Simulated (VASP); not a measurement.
# Se (P6_3/mmc) in VASP: further runs, part 2 of 2

VASP 6.6.1. The steps go on from the part before.

### Step 4. Electric field gradients, PBE (23.08 Å³/atom)

This run uses another cell than the first one, of 23.08 Å³/atom.

INCAR

```
SYSTEM = Se
PREC     = Accurate       ! precision mode
ENCUT    = 520            ! plane-wave cutoff, eV
EDIFF    = 1E-8           ! SCF threshold, eV
ISMEAR   = -1             ! smearing method
SIGMA    = 0.03           ! smearing width, eV
LREAL    = .False.        ! projectors in reciprocal space
LASPH    = .True.         ! aspherical terms in the spheres
NELM     = 100            ! most SCF steps
ALGO     = Normal         ! electronic algorithm
ISIF     = 2              ! what is computed and relaxed
LWAVE    = .False.        ! write WAVECAR
LCHARG   = .False.        ! write CHGCAR
GGA      = PE             ! functional
LEFG     = .True.       
NBANDS   = 13             ! bands
```

KPOINTS

```
Automatic mesh
0
Gamma
  19 19 10
  0 0 0
```

POSCAR

```
Se
1.0
    3.7202718101      0.0000000000      0.0000000000
   -1.8601359050      3.2218498965      0.0000000000
    0.0000000000      0.0000000000      3.8505633181
Se
2
Direct
    0.3333333333      0.6666666667      0.2500000000
    0.6666666667      0.3333333333      0.7500000000
```

Potentials or basis: VASP PAW PBE potentials, release 64 (Se).

Run with:

```bash
$ cat potpaw_PBE.64/Se/POTCAR > POTCAR
$ mpirun -np 1 vasp_std > vasp.out
```

OUTCAR:

```text
SYSTEM = Se
   PREC = Accurate
   ENCUT = 520
   EDIFF = 1E-8
   ISMEAR = -1
   LREAL = .False.
   LASPH = .True.
   NELM = 100
   ISIF = 2
   GGA = PE

 ion  position               nearest neighbor table
   1  0.333  0.667  0.250-
   2  0.667  0.333  0.750-

  LATTYP: Found a hexagonal cell.
 ALAT       =     3.7202718101
 C/A-ratio  =     1.0350220400

  Lattice vectors:

 A1 = (   3.7202718101,   0.0000000000,   0.0000000000)
 A2 = (  -1.8601359050,   3.2218498965,   0.0000000000)
 A3 = (   0.0000000000,   0.0000000000,   3.8505633181)

Analysis of symmetry for initial positions (statically):
=====================================================================
 Subroutine PRICEL returns:
 Original cell was already a primitive cell.

 Routine SETGRP: Setting up the symmetry group for a
[... 575 lines left out ...]
  energy-cutoff  :      520.00
  volume of cell :       46.15
      direct lattice vectors                 reciprocal lattice vectors
     3.720271810  0.000000000  0.000000000     0.268797564  0.155190346  0.000000000
    -1.860135905  3.221849897  0.000000000     0.000000000  0.310380692  0.000000000
     0.000000000  0.000000000  3.850563318     0.000000000  0.000000000  0.259702261

 POSITION                                       TOTAL-FORCE (eV/Angst)
 -----------------------------------------------------------------------------------
     -0.00000      2.14790      0.96264        -0.000000      0.000000      0.000000
      1.86014      1.07395      2.88792         0.000000     -0.000000      0.000000
 -----------------------------------------------------------------------------------
    total drift:                               -0.000000      0.000000     -0.000000

  FREE ENERGIE OF THE ION-ELECTRON SYSTEM (eV)
  ---------------------------------------------------
  free  energy   TOTEN  =        -6.2779654841 eV

  energy  without entropy=       -6.2755490918  energy(sigma->0) =       -6.27675729

 Electric field gradients (V/A^2)
---------------------------------------------------------------------
 ion       V_xx      V_yy      V_zz      V_xy      V_xz      V_yz
---------------------------------------------------------------------
   1     -62.697   -62.697   125.393    -0.000     0.000    -0.000
   2     -62.697   -62.697   125.393    -0.000    -0.000     0.000
---------------------------------------------------------------------

 Electric field gradients after diagonalization (V/A^2)
 (convention: |V_zz| > |V_xx| > |V_yy|)
----------------------------------------------------------------------
 ion       V_xx      V_yy      V_zz     asymmetry (V_yy - V_xx)/ V_zz
----------------------------------------------------------------------
   1     -62.697   -62.696   125.393       0.000
   2     -62.697   -62.696   125.393       0.000
----------------------------------------------------------------------

           NMR quadrupolar parameters

 Cq : quadrupolar parameter    Cq=e*Q*V_zz/h
 eta: asymmetry parameters     (V_yy - V_xx)/ V_zz
 Q  : nuclear electric quadrupole moment in mb (millibarn)
----------------------------------------------------------------------
 ion       Cq(MHz)       eta       Q (mb)
----------------------------------------------------------------------
   1       0.303       0.000       1.000
   2       0.303       0.000       1.000
----------------------------------------------------------------------
```

OSZICAR:

```text
N       E                     dE             d eps       ncg     rms          rms(c)
DAV:   1     0.492518496492E+02    0.49252E+02   -0.51145E+03  6240   0.782E+02
DAV:   2    -0.359149185560E+01   -0.52843E+02   -0.50513E+02  8558   0.132E+02
DAV:   3    -0.625896840299E+01   -0.26675E+01   -0.26493E+01  8040   0.319E+01
DAV:   4    -0.627409553706E+01   -0.15127E-01   -0.15125E-01  7125   0.282E+00
DAV:   5    -0.627415903923E+01   -0.63502E-04   -0.63502E-04  8103   0.188E-01    0.449E+00
DAV:   6    -0.627582754012E+01   -0.16685E-02   -0.30803E-03  7240   0.359E-01    0.267E+00
DAV:   7    -0.627793357048E+01   -0.21060E-02   -0.59019E-03  7370   0.510E-01    0.782E-02
DAV:   8    -0.627795946818E+01   -0.25898E-04   -0.23200E-04  7535   0.911E-02    0.119E-02
DAV:   9    -0.627796462533E+01   -0.51572E-05   -0.68724E-06  7990   0.164E-02    0.641E-03
DAV:  10    -0.627796546382E+01   -0.83849E-06   -0.20330E-06  7195   0.885E-03    0.135E-03
DAV:  11    -0.627796542904E+01    0.34779E-07   -0.12142E-07  7835   0.197E-03    0.392E-04
DAV:  12    -0.627796547796E+01   -0.48918E-07   -0.21193E-08  7213   0.926E-04    0.151E-04
DAV:  13    -0.627796548414E+01   -0.61880E-08   -0.30250E-10  4250   0.108E-04
   1 F= -.62779655E+01 E0= -.62767573E+01  d E =-.241639E-02
```

Run time: 2.6 min. Hardware: 1 thread of Oxide Virtual Turin-like, shared host; peak memory 0.21 GiB.

Results:

| Item | Value |
| --- | --- |
| Free energy | -6.2780 eV |
| Pressure | -1.8 GPa |
| Band gap on the k mesh | zero (bands 6 and 7 overlap by 2.08 eV) |
| Largest electric field gradient by atom | Se +125.4 V/Å² |

Stress tensor (GPa, compression positive):
```
-1.48  0.00  0.00
 0.00 -1.48  0.00
 0.00  0.00 -2.49
```

Electric field gradients, principal values (V/Å²):
| atom | least | middle | greatest (by size) |
| --- | --- | --- | --- |
| 1 Se | -62.696 | -62.697 | 125.393 |
| 2 Se | -62.696 | -62.697 | 125.393 |

Caveat: without QUAD_EFG the Cq values of the log hold for a quadrupole moment of 1 mb, not for the nuclei.

### Step 5. Electric field gradients, PBE (23.75 Å³/atom)

This run uses another cell than the first one, of 23.75 Å³/atom.

INCAR

```
PREC = Accurate ; ENCUT = 520
EDIFF = 1E-8 ; ISMEAR = -1
SIGMA = 0.03 ; LREAL = False
LASPH = True ; NELM = 80
ALGO = Normal ; ISIF = 2
LWAVE = False ; LCHARG = False
GGA = PE ; LEFG = True
NBANDS = 13
```

KPOINTS

```
Automatic mesh
0
Gamma
  19 19 10
```

POSCAR

```
Se
1.0
    3.7560458490      0.0000000000      0.0000000000
   -1.8780229245      3.2528311230      0.0000000000
    0.0000000000      0.0000000000      3.8875902368
Se
2
Direct
    0.3333333333      0.6666666667      0.2500000000
    0.6666666667      0.3333333333      0.7500000000
```

Potentials or basis: VASP PAW PBE potentials, release 64 (Se).

Run with:

```bash
$ cat potpaw_PBE.64/Se/POTCAR > POTCAR
$ mpirun -np 1 vasp_std > vasp.out
```

OUTCAR:

```text
PREC = Accurate
   ENCUT = 520
   EDIFF = 1E-8
   ISMEAR = -1
   LREAL = False
   LASPH = True
   NELM = 80
   ISIF = 2
   GGA = PE

 ion  position               nearest neighbor table
   1  0.333  0.667  0.250-
   2  0.667  0.333  0.750-

  LATTYP: Found a hexagonal cell.
 ALAT       =     3.7560458490
 C/A-ratio  =     1.0350220400

  Lattice vectors:

 A1 = (   3.7560458490,   0.0000000000,   0.0000000000)
 A2 = (  -1.8780229245,   3.2528311230,   0.0000000000)
 A3 = (   0.0000000000,   0.0000000000,   3.8875902368)

Analysis of symmetry for initial positions (statically):
=====================================================================
 Subroutine PRICEL returns:
 Original cell was already a primitive cell.

 Routine SETGRP: Setting up the symmetry group for a
 hexagonal supercell.

 Subroutine GETGRP returns: Found 24 space group operations
 (whereof 12 operations were pure point group operations)
 out of a pool of 24 trial point group operations.

The static configuration has the point symmetry D_3d.
 The point group associated with its full space group is D_6h.

Analysis of symmetry for dynamics (positions and initial velocities):
=====================================================================
 Subroutine PRICEL returns:
 Original cell was already a primitive cell.

 Routine SETGRP: Setting up the symmetry group for a
 hexagonal supercell.

 Subroutine GETGRP returns: Found 24 space group operations
 (whereof 12 operations were pure point group operations)
 out of a pool of 24 trial point group operations.

The dynamic configuration has the point symmetry D_3d.
 The point group associated with its full space group is D_6h.

 Subroutine INISYM returns: Found 24 space group operations
 (whereof 12 operations are pure point group operations),
 and found     1 'primitive' translations

----------------------------------------------------------------------------------------

                                     Primitive cell

  volume of cell :      47.4977

  direct lattice vectors                    reciprocal lattice vectors
     3.756045849  0.000000000  0.000000000     0.266237432  0.153712253  0.000000000
    -1.878022924  3.252831123  0.000000000     0.000000000  0.307424506  0.000000000
     0.000000000  0.000000000  3.887590237     0.000000000  0.000000000  0.257228756

  length of vectors
     3.756045849  3.756045849  3.887590237     0.307424506  0.307424506  0.257228756

  position of ions in fractional coordinates (direct lattice)
     0.333333333  0.666666667  0.250000000
     0.666666667  0.333333333  0.750000000

  ion indices of the primitive-cell ions
   primitive index   ion index
                 1           1
                 2           2

----------------------------------------------------------------------------------------

 KPOINTS: Automatic mesh

Automatic generation of k-mesh.
 Grid dimensions read from file:
 generate k-points for:   19   19   10

 Generating k-lattice:

[... 75 lines left out ...]
   EFERMI =   0.00;   METHOD = LEGACY
   ISMEAR =    -1;   SIGMA  =   0.03  broadening in eV -4-tet -1-fermi 0-gaus
   EFERMI_NEDOS =   21; number of points for ismear=-14 and -15
   IALGO  =     38    algorithm
   IMIX   =      4    mixing-type and parameters
     AMIX     =   0.40;   BMIX     =  1.00
     AMIX_MAG =   1.60;   BMIX_MAG =  1.00
  volume/ion in A,a.u.               =      23.75       160.27
  Fermi-wavevector in a.u.,A,eV,Ry     =   1.034930  1.955734 14.572928  1.071080
  Thomas-Fermi vector in A             =   2.169249
   LORBIT       =      0    0 simple, 1 ext, 2 COOP (PROOUT), +10 PAW based schemes
   GGA     = PE    functional components
   LHFCALC =     F    Hartree Fock is set to
   AEXX    =    0.0000 exact exchange contribution
   IVDW    =     0    specifies the selected vdW correction
   LEPSILON=     F    determine dielectric tensor
   LRPA    =     F    only Hartree local field effects (RPA)
 non-spin polarized calculation
  energy-cutoff  :      520.00
  volume of cell :       47.50
 maximum number of plane-waves:      1298
 NGX is ok and might be reduce to    28
   NGX = 13   NGY = 13   NGZ = 15

 number of electron      12.0000000 magnetization

 Free energy of the ion-electron system (eV)
  ---------------------------------------------------
  ext. energy  EPLUGINS =         0.00000000
  ---------------------------------------------------
  free energy    TOTEN  =        -6.25603962 eV

  energy without entropy =       -6.25369246  energy(sigma->0) =       -6.25486604

 E-fermi :   3.9995     XC(G=0):  -9.7396

 val. band max:        3.9973620824   @ k =   0.3158   0.3158   0.1000
 cond. band min:       4.0036243331   @ k =   0.3684   0.0526   0.0000
 fundamental gap:      0.0062622507
 Fermi energy:         3.9995318818

 k-point     1 :       0.0000    0.0000    0.0000
  band No.  band energies     occupation
      1     -11.4594      2.00000
      2      -6.3305      2.00000
      3      -0.3597      2.00000
      4       1.7858      2.00000
      5       1.7858      2.00000
      6       4.7351      0.00000
      7       4.7351      0.00000
      8       7.0099      0.00000
      9       8.4415      0.00000
     10      10.9946      0.00000
     11      13.9002      0.00000
     12      13.9002      0.00000
     13      15.6100      0.00000
[... 354 lines left out ...]
  band No.  band energies     occupation
      1     -10.1860      2.00000
      2      -7.7832      2.00000
      3      -0.2940      2.00000
      4       1.0070      2.00000
      5       1.0660      2.00000
      6       3.4846      2.00000
      7       4.1568      0.01050
      8       5.7542      0.00000
      9       9.2806      0.00000
     10      12.7332      0.00000
     11      12.7491      0.00000
     12      15.3387      0.00000
     13      15.6898      0.00000

 [... further k-points ...]
[... 5 lines left out ...]
  --------------------------------------------------------------------------------------
  -------------------------------------------------------------------------------------
  Total       -0.8184166     -0.8184166     -1.3652572     -0.0000000      0.0000000      0.0000000
  in kB      -27.6065488    -27.6065488    -46.0523903     -0.0000000      0.0000000      0.0000000
  external PRESSURE =     -33.7551626 kB  Pullay stress =       0.0000000 kB

 VOLUME and BASIS-vectors are now :
 -----------------------------------------------------------------------------
  energy-cutoff  :      520.00
  volume of cell :       47.50
      direct lattice vectors                 reciprocal lattice vectors
     3.756045849  0.000000000  0.000000000     0.266237432  0.153712253  0.000000000
    -1.878022924  3.252831123  0.000000000     0.000000000  0.307424506  0.000000000
     0.000000000  0.000000000  3.887590237     0.000000000  0.000000000  0.257228756

 POSITION                                       TOTAL-FORCE (eV/Angst)
 -----------------------------------------------------------------------------------
     -0.00000      2.16855      0.97190        -0.000000     -0.000000      0.000000
      1.87802      1.08428      2.91569         0.000000      0.000000      0.000000
 -----------------------------------------------------------------------------------
    total drift:                               -0.000000      0.000000      0.000000

  FREE ENERGIE OF THE ION-ELECTRON SYSTEM (eV)
  ---------------------------------------------------
  free  energy   TOTEN  =        -6.2560396228 eV

  energy  without entropy=       -6.2536924592  energy(sigma->0) =       -6.25486604

 Electric field gradients (V/A^2)
---------------------------------------------------------------------
 ion       V_xx      V_yy      V_zz      V_xy      V_xz      V_yz
---------------------------------------------------------------------
   1     -62.821   -62.821   125.642    -0.000     0.000    -0.000
   2     -62.821   -62.821   125.642    -0.000    -0.000     0.000
---------------------------------------------------------------------

 Electric field gradients after diagonalization (V/A^2)
 (convention: |V_zz| > |V_xx| > |V_yy|)
----------------------------------------------------------------------
 ion       V_xx      V_yy      V_zz     asymmetry (V_yy - V_xx)/ V_zz
----------------------------------------------------------------------
   1     -62.822   -62.821   125.642       0.000
   2     -62.822   -62.821   125.642       0.000
----------------------------------------------------------------------

           NMR quadrupolar parameters

 Cq : quadrupolar parameter    Cq=e*Q*V_zz/h
 eta: asymmetry parameters     (V_yy - V_xx)/ V_zz
 Q  : nuclear electric quadrupole moment in mb (millibarn)
----------------------------------------------------------------------
 ion       Cq(MHz)       eta       Q (mb)
----------------------------------------------------------------------
   1       0.304       0.000       1.000
   2       0.304       0.000       1.000
----------------------------------------------------------------------
```

Run time: 2.9 min. Hardware: 1 thread of Oxide Virtual Turin-like, shared host; peak memory 0.21 GiB.

Results:

```yaml
Free_energy: -6.2560 eV
Pressure: -3.4 GPa
Band_gap_on_the_k_mesh: zero (bands 6 and 7 overlap by 2.02 eV)
Largest_electric_field_gradient_by_atom: Se +125.6 V/Å²
```

Electric field gradients, principal values (V/Å²):
```
atom    least   middle  greatest (by size)
1 Se  -62.821  -62.822             125.642
2 Se  -62.821  -62.822             125.642
```

Caveat: the cell stands under tension; without QUAD_EFG the Cq values of the log hold for a quadrupole moment of 1 mb, not for the nuclei.

### Step 6. The runs side by side

```tsv
cell	gap on the mesh (eV)	pressure (GPa)
a = 3.647, b = 3.647, c = 3.774 Å, angles 90.0, 90.0, 120.0°, 2 atoms	none	2.2
a = 3.684, b = 3.684, c = 3.813 Å, angles 90.0, 90.0, 120.0°, 2 atoms	none	0.0
a = 3.720, b = 3.720, c = 3.851 Å, angles 90.0, 90.0, 120.0°, 2 atoms	none	-1.8
a = 3.756, b = 3.756, c = 3.888 Å, angles 90.0, 90.0, 120.0°, 2 atoms	none	-3.4
```

Alike in all rows: task electric field gradients; level PBE; potentials or basis VASP PAW PBE potentials, release 64 (Se); no spin polarisation; k mesh 19 × 19 × 10; cutoff (eV) 520; smearing fermi-dirac 0.03 eV.

Caveats: the cell stands under tension (at least some runs).

Absolute energies hang on the potentials; compare differences alone.

The gap in the log of VASP goes by the Fermi energy; the results here count the filled bands.